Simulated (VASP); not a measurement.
Wanted: the native input for a VASP 6.6.1 run.

```yaml
Task: single point
Functional: PBE
Potentials_or_basis: VASP PAW PBE potentials, release 64 (Ba_sv)
Cutoff: 520 eV
k_mesh: 10 × 10 × 6
Occupations: gaussian, width 0.1 eV
Spin: no spin polarisation
Dipole_correction: no
Further_INCAR_settings: ALGO = Fast; EDIFF = 1e-07; NBANDS = 17
```

The structure of Ba lies in POSCAR:

```
Ba
1.0
    3.5917737300     -2.5169042300      0.0000000000
    3.5917737300      2.5169042300      0.0000000000
    0.0000000000      0.0000000000      7.1900451800
Ba
2
Direct
    0.7467739700      0.2532260300      0.2500000000
    0.2560569473      0.7797331691      0.7520848270
```

This cell differs from its parent crystal: one atom moved.

These files were run (other wordings do the same):

INCAR

```
SYSTEM = Ba
ALGO = Fast
EDIFF = 1E-7
ENCUT = 520
GGA = PE
ISIF = 2
ISMEAR = 0
LASPH = .TRUE.
LCHARG = .FALSE.
LREAL = .FALSE.
LWAVE = .FALSE.
NBANDS = 17
NELM = 80
PREC = Accurate
SIGMA = 0.1
```

KPOINTS

```
k-points
0
G
  10 10 6
  0 0 0
```

Potentials or basis: VASP PAW PBE potentials, release 64 (Ba_sv).

Command:

```sh
$ cat potpaw_PBE.64/Ba_sv/POTCAR > POTCAR
$ mpirun -np 1 vasp_std > vasp.out
```

It gave:

```
Pressure               : -0.2 GPa
Largest force          : 0.039 eV/Å
Band gap on the k mesh : zero (bands 10 and 11 overlap by 0.88 eV)
```

Caveat: the cell differs from its parent crystal (one atom moved); spin-orbit coupling is left out, which moves the levels of the heavy elements.

It took 5.6 min on 1 thread of Intel(R) Xeon(R) 6975P-C (Granite Rapids), on a shared host, peak memory 0.67 GiB.
